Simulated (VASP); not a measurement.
A run of VASP 6.6.1:

File INCAR:

```
SYSTEM = EuSn3
ALGO = Normal ; EDIFF = 1E-6
ENCUT = 520 ; GGA = CA
ISIF = 2 ; ISMEAR = -1
ISPIN = 2 ; LASPH = .TRUE.
LCHARG = .FALSE. ; LDAU = .TRUE.
LDAUJ = 0 0 ; LDAUL = 3 -1
LDAUPRINT = 1 ; LDAUTYPE = 2
LDAUU = 7 0 ; LMAXMIX = 6
LORBIT = 11 ; LREAL = .FALSE.
LWAVE = .FALSE. ; MAGMOM = 7 0 0 0
NBANDS = 42 ; NELM = 150
PREC = Accurate ; SIGMA = 0.05
```

The input KPOINTS:

```
k-points
0
G
  6 6 6
  0 0 0
```

POSCAR

```
EuSn3
1.0
    4.7644144033      0.0000000000      0.0000000000
    0.0000000000      4.7644144033      0.0000000000
    0.0000000000      0.0000000000      4.7644144033
Eu Sn
1 3
Direct
    0.0000000000      0.0000000000      0.0000000000
    0.0000000000      0.5000000000      0.5000000000
    0.5000000000      0.5000000000      0.0000000000
    0.5000000000      0.0000000000      0.5000000000
```

Potentials or basis: VASP PAW PBE potentials, release 64 (Eu, Sn_d).

Launch:

```bash
$ cat potpaw_PBE.64/Eu/POTCAR potpaw_PBE.64/Sn_d/POTCAR > POTCAR
$ mpirun -np 1 vasp_std > vasp.out
```

Hardware: 1 thread of Intel Xeon 8259CL, on a shared host.

Question: Estimate the wall time of this run.

Answer: Wall time 5.7 min on 1 thread of Intel Xeon 8259CL, on a shared host, peak memory 0.29 GiB. Counts: scf iterations 18, k points 20.
